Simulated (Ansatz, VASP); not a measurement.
**One calculation of Si, two programs**

Contents of INCAR:

```
SYSTEM = Si
PREC = Accurate
ENCUT = 520
EDIFF = 1E-6
ISMEAR = 0
SIGMA = 0.014
LREAL = .False.
LASPH = .True.
NELM = 100
ALGO = Normal
ISIF = 2
LWAVE = .False.
LCHARG = .False.
GGA = PE
NBANDS = 11
```

KPOINTS

```
Automatic mesh
0
Gamma
  8 8 8
  0 0 0
```

The input POSCAR:

```
Si
1.0
    0.0000000000      2.7218511865      2.7218511865
    2.7218511865      0.0000000000      2.7218511865
    2.7218511865      2.7218511865      0.0000000000
Si
2
Direct
    0.5000000000      0.5000000000      0.5000000000
    0.7500000000      0.7500000000      0.7500000000
```

input.yaml

```yaml
crystal:
  lattice:
    - [0.0, 2.7218511865, 2.7218511865]
    - [2.7218511865, 0.0, 2.7218511865]
    - [2.7218511865, 2.7218511865, 0.0]
  atoms:
    - { symbol: Si, position: [0.5, 0.5, 0.5] }
    - { symbol: Si, position: [0.75, 0.75, 0.75] }
kpoints:
  mp_grid: { grid: [8, 8, 8] }
scf:
  occupations: { method: gaussian, width: 0.014 }
hamiltonian:
  xc: pbe
  pseudopotentials: { kind: all_electron, lapw: { basis_error: 0.001 } }
output:
  forces: true
  stress: true
  eigenvalues: true
```

Alike in both runs: task single point; functional PBE; k mesh 8 × 8 × 8; occupations gaussian, width 0.014 eV; no spin polarisation.

|  | VASP | Ansatz |
| --- | --- | --- |
| version | VASP 6.6.1 | Ansatz 0.2.0 |
| potentials or method | VASP PAW PBE potentials, release 64 (Si), cutoff 520 eV | all-electron LAPW, scalar-relativistic |

```csv
,VASP,Ansatz,Ansatz less VASP
gap on the k mesh at the Fermi level (eV),0.63,0.63,-0.001
least direct gap on the mesh (eV),2.56,2.56,-0.004
pressure (GPa),1.3,1.3,+0.05
```

Ansatz ran all-electron here, and VASP with PAW potentials.
